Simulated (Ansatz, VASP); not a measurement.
**AlN in VASP and in Ansatz**

INCAR

```
SYSTEM = AlN
PREC = Accurate ; ENCUT = 520
EDIFF = 1E-6 ; ISMEAR = 0
SIGMA = 0.05 ; LREAL = .FALSE.
LASPH = .TRUE. ; NELM = 100
ALGO = Normal ; ISIF = 2
LWAVE = .FALSE. ; LCHARG = .FALSE.
GGA = PS ; NBANDS = 26
```

KPOINTS

```
regular mesh
0
G
  8 8 3
  0 0 0
```

POSCAR

```
AlN
1.0
   -3.1135599822      0.0000000000      0.0000000000
   -1.5567799911     -2.6964220408      0.0000000000
   -0.2594633319     -0.4494036735     10.6667009506
Al N
4 4
Direct
    0.3333333333      0.1924754825      0.8451471048
    0.3333333333      0.2703400834      0.3779594994
    0.6666666667      0.6426057172      0.1443656966
    0.6666666667      0.5647411163      0.6115533021
    0.3333333333      0.3184619823      0.0892281061
    0.3333333333      0.2405973814      0.5564157116
    0.6666666667      0.6128630152      0.3228219088
    0.6666666667      0.5349984143      0.7900095143
```

Input for Ansatz:

```yaml
crystal:
  lattice:
    - [-3.1135599822, 0.0, 0.0]
    - [-1.5567799911, -2.6964220408, 0.0]
    - [-0.2594633319, -0.4494036735, 10.6667009506]
  atoms:
    - { symbol: Al, position: [0.3333333333, 0.1924754825, 0.8451471048] }
    - { symbol: Al, position: [0.3333333333, 0.2703400834, 0.3779594994] }
    - { symbol: Al, position: [0.6666666667, 0.6426057172, 0.1443656966] }
    - { symbol: Al, position: [0.6666666667, 0.5647411163, 0.6115533021] }
    - { symbol: "N", position: [0.3333333333, 0.3184619823, 0.0892281061] }
    - { symbol: "N", position: [0.3333333333, 0.2405973814, 0.5564157116] }
    - { symbol: "N", position: [0.6666666667, 0.6128630152, 0.3228219088] }
    - { symbol: "N", position: [0.6666666667, 0.5349984143, 0.7900095143] }
basis:
  ecutwfc: 520.0
kpoints:
  mp_grid: { grid: [8, 8, 3] }
hamiltonian:
  xc: pbesol
  pseudopotentials: { kind: paw, azcp: { folder: soft_1 } }
scf:
  occupations: { method: gaussian, width: 0.05 }
output:
  forces: true
  stress: true
  eigenvalues: true
```

Alike in both runs: task single point; functional PBEsol; k mesh 8 × 8 × 3; occupations gaussian, width 0.05 eV; no spin polarisation.

|  | VASP | Ansatz |
| --- | --- | --- |
| version | VASP 6.6.1 | Ansatz 0.2.0 |
| potentials or method | VASP PAW PBE potentials, release 64 (Al, N), cutoff 520 eV | scalar-relativistic, plane waves, PAW |
| valence electrons in the cell | 32 | 32 |

|  | VASP | Ansatz | Ansatz less VASP |
| --- | --- | --- | --- |
| gap on the k mesh at the Fermi level (eV) | 1.93 | 1.91 | -0.017 |
| least direct gap on the mesh (eV) | 1.93 | 1.91 | -0.017 |
| pressure (GPa) | -4.5 | -4.5 | +0.01 |
| traceless stress, the component that is largest in VASP (GPa) | -6.03 | -5.92 | +0.103 |
| rms of the force components (eV/Å) | 0.627 | 0.629 | +0.0019 |

VASP's potentials were made for PBE, not for PBEsol, and Ansatz warns of the same on its side. Atom by atom the forces differ by 0.004 eV/Å (rms over components). The functional is the same, so the differences come from potentials, cutoffs and numerics.
